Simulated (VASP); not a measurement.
# SrO (ha.eA) (Fm-3m) in VASP: notebook, part 2 of 2

VASP 6.6.1. Earlier steps stand in the parts before.

### Step 4. Single point, PBE

File INCAR:

```
ALGO = Normal
EDIFF = 1E-6
ENCUT = 600
GGA = PE
GGA_COMPAT = F
ISIF = 2
ISMEAR = 0
LASPH = T
LCHARG = F
LREAL = F
LWAVE = F
NBANDS = 24
NELM = 120
PREC = Accurate
SIGMA = 0.02
```

File KPOINTS:

```
k-points
0
Gamma
  6 6 6
```

File POSCAR:

```
SrO
1.0
    3.6734772375      0.0000000000      0.0000000000
    0.0000000000      3.6734772375      0.0000000000
    0.0000000000      0.0000000000      5.1950813124
Sr O
2 2
Direct
    0.0000000000      0.0000000000      0.0000000000
    0.5000000000      0.5000000000      0.5000000000
    0.5000000000      0.5000000000      0.0000000000
    0.0000000000      1.0000000000      0.5000000000
```

Potentials or basis: VASP PAW PBE potentials, release 64 (Sr_sv, O).

Command:

```sh
$ cat potpaw_PBE.64/Sr_sv/POTCAR potpaw_PBE.64/O/POTCAR > POTCAR
$ mpirun -np 1 vasp_std > vasp.out
```

OUTCAR:

```text
EDIFF = 1E-6
   ENCUT = 600
   GGA = PE
   ISIF = 2
   ISMEAR = 0
   LASPH = T
   LREAL = F
   NELM = 120
   PREC = Accurate

 ion  position               nearest neighbor table
   1  0.000  0.000  0.000-   4 2.60   4 2.60   3 2.60   3 2.60   3 2.60   3 2.60   2 3.67   2 3.67
                             2 3.67   2 3.67   2 3.67   2 3.67   2 3.67   2 3.67
   2  0.500  0.500  0.500-   3 2.60   3 2.60   4 2.60   4 2.60   4 2.60   4 2.60   1 3.67   1 3.67
                             1 3.67   1 3.67   1 3.67   1 3.67   1 3.67   1 3.67
   3  0.500  0.500  0.000-   2 2.60   2 2.60   1 2.60   1 2.60   1 2.60   1 2.60
   4  0.000  0.000  0.500-   1 2.60   1 2.60   2 2.60   2 2.60   2 2.60   2 2.60

  LATTYP: Found a simple tetragonal cell.
 ALAT       =     3.6734772375
 C/A-ratio  =     1.4142135575

  Lattice vectors:

 A1 = (   3.6734772375,   0.0000000000,   0.0000000000)
 A2 = (   0.0000000000,   3.6734772375,   0.0000000000)
 A3 = (   0.0000000000,   0.0000000000,   5.1950813124)

Analysis of symmetry for initial positions (statically):
=====================================================================
 Subroutine PRICEL returns following result:

  LATTYP: Found a face centered cubic cell.
 ALAT       =     5.1950813214

  Lattice vectors:

 A1 = (  -1.8367386188,  -1.8367386188,  -2.5975406562)
 A2 = (   1.8367386188,  -1.8367386188,  -2.5975406562)
 A3 = (   0.0000000000,  -3.6734772375,   0.0000000000)

   2 primitive cells build up your supercell.

 Routine SETGRP: Setting up the symmetry group for a
 simple tetragonal supercell.

 Subroutine GETGRP returns: Found 16 space group operations
 (whereof 16 operations were pure point group operations)
 out of a pool of 16 trial point group operations.

The static configuration has the point symmetry D_4h.

Analysis of symmetry for dynamics (positions and initial velocities):
=====================================================================
[... 134 lines left out ...]
   EFERMI =   0.00;   METHOD = LEGACY
   ISMEAR =     0;   SIGMA  =   0.02  broadening in eV -4-tet -1-fermi 0-gaus
   EFERMI_NEDOS =   21; number of points for ismear=-14 and -15
   IALGO  =     38    algorithm
   IMIX   =      4    mixing-type and parameters
     AMIX     =   0.40;   BMIX     =  1.00
     AMIX_MAG =   1.60;   BMIX_MAG =  1.00
  volume/ion in A,a.u.               =      17.53       118.27
  Fermi-wavevector in a.u.,A,eV,Ry     =   1.260499  2.381998 21.617718  1.588857
  Thomas-Fermi vector in A             =   2.394005
   LORBIT       =      0    0 simple, 1 ext, 2 COOP (PROOUT), +10 PAW based schemes
   GGA     = PE    functional components
   LHFCALC =     F    Hartree Fock is set to
   AEXX    =    0.0000 exact exchange contribution
   IVDW    =     0    specifies the selected vdW correction
   LEPSILON=     F    determine dielectric tensor
   LRPA    =     F    only Hartree local field effects (RPA)
 non-spin polarized calculation
 Gauss-broadening in eV      SIGMA  =   0.02
  energy-cutoff  :      600.00
  volume of cell :       70.10
 maximum number of plane-waves:      2373
 NGX is ok and might be reduce to    30
   NGX = 15   NGY = 15   NGZ = 21

 number of electron      31.9999987 magnetization

 Free energy of the ion-electron system (eV)
  ---------------------------------------------------
  ext. energy  EPLUGINS =         0.00000000
  ---------------------------------------------------
  free energy    TOTEN  =       -24.11258796 eV

  energy without entropy =      -24.11258796  energy(sigma->0) =      -24.11258796

 E-fermi :   1.7063     XC(G=0):  -9.8818

 val. band max:        1.5193980094   @ k =   0.0000   0.0000   0.0000
 cond. band min:       4.8002613148   @ k =   0.5000   0.5000   0.0000
 fundamental gap:      3.2808633054
 Fermi energy:         1.7063249437

 k-point     1 :       0.0000    0.0000    0.0000
  band No.  band energies     occupation
      1     -30.9793      2.00000
      2     -30.8238      2.00000
      3     -13.5318      2.00000
      4     -13.5146      2.00000
      5     -13.4925      2.00000
      6     -12.9787      2.00000
[... 637 lines left out ...]
     23      10.4953      0.00000
     24      10.4953      0.00000

 [... further k-points ...]
[... 5 lines left out ...]
  --------------------------------------------------------------------------------------
  -------------------------------------------------------------------------------------
  Total        0.1709448      0.1709448      0.1708525      0.0000000     -0.0000000      0.0000000
  in kB        3.9067847      3.9067847      3.9046755      0.0000000     -0.0000000      0.0000000
  external PRESSURE =       3.9060816 kB  Pullay stress =       0.0000000 kB

 VOLUME and BASIS-vectors are now :
 -----------------------------------------------------------------------------
  energy-cutoff  :      600.00
  volume of cell :       70.10
      direct lattice vectors                 reciprocal lattice vectors
     3.673477238  0.000000000  0.000000000     0.272221641  0.000000000  0.000000000
     0.000000000  3.673477238  0.000000000     0.000000000  0.272221641  0.000000000
     0.000000000  0.000000000  5.195081312     0.000000000  0.000000000  0.192489769

 POSITION                                       TOTAL-FORCE (eV/Angst)
 -----------------------------------------------------------------------------------
      0.00000      0.00000      0.00000        -0.000000     -0.000000      0.000000
      1.83674      1.83674      2.59754         0.000000      0.000000     -0.000000
      1.83674      1.83674      0.00000        -0.000000     -0.000000      0.000000
      0.00000      0.00000      2.59754        -0.000000     -0.000000      0.000000
 -----------------------------------------------------------------------------------
    total drift:                                0.000000      0.000000     -0.000000

  FREE ENERGIE OF THE ION-ELECTRON SYSTEM (eV)
  ---------------------------------------------------
  free  energy   TOTEN  =       -24.1125879585 eV

  energy  without entropy=      -24.1125879585  energy(sigma->0) =      -24.11258796
```

OSZICAR:

```text
N       E                     dE             d eps       ncg     rms          rms(c)
DAV:   1     0.193255938217E+03    0.19326E+03   -0.18165E+04  1920   0.144E+03
DAV:   2    -0.171869241388E+02   -0.21044E+03   -0.19662E+03  2632   0.295E+02
DAV:   3    -0.282272600910E+02   -0.11040E+02   -0.10959E+02  2968   0.617E+01
DAV:   4    -0.285062245355E+02   -0.27896E+00   -0.27884E+00  2616   0.780E+00
DAV:   5    -0.285083742883E+02   -0.21498E-02   -0.21497E-02  2696   0.791E-01    0.220E+01
DAV:   6    -0.242902954852E+02    0.42181E+01   -0.20976E+01  2328   0.241E+01    0.271E+01
DAV:   7    -0.241525706439E+02    0.13772E+00   -0.16036E+00  2448   0.686E+00    0.176E+01
DAV:   8    -0.241245893179E+02    0.27981E-01   -0.57118E-01  1992   0.509E+00    0.148E+00
DAV:   9    -0.241099900666E+02    0.14599E-01   -0.73820E-02  2856   0.170E+00    0.452E-01
DAV:  10    -0.241122052784E+02   -0.22152E-02   -0.67696E-03  2328   0.455E-01    0.181E-01
DAV:  11    -0.241125239326E+02   -0.31865E-03   -0.14832E-03  2408   0.208E-01    0.381E-02
DAV:  12    -0.241125879056E+02   -0.63973E-04   -0.13306E-04  2352   0.659E-02    0.392E-02
DAV:  13    -0.241125879585E+02   -0.52885E-07   -0.83861E-06  2416   0.213E-02
   1 F= -.24112588E+02 E0= -.24112588E+02  d E =-.180151E-41
```

Run time: 1.8 min. Hardware: 1 thread of Intel Xeon 8259CL, shared host; peak memory 0.23 GiB.

What came out:

```
Free energy            : -24.1126 eV
Pressure               : 0.4 GPa
Band gap on the k mesh : 3.28 eV
```
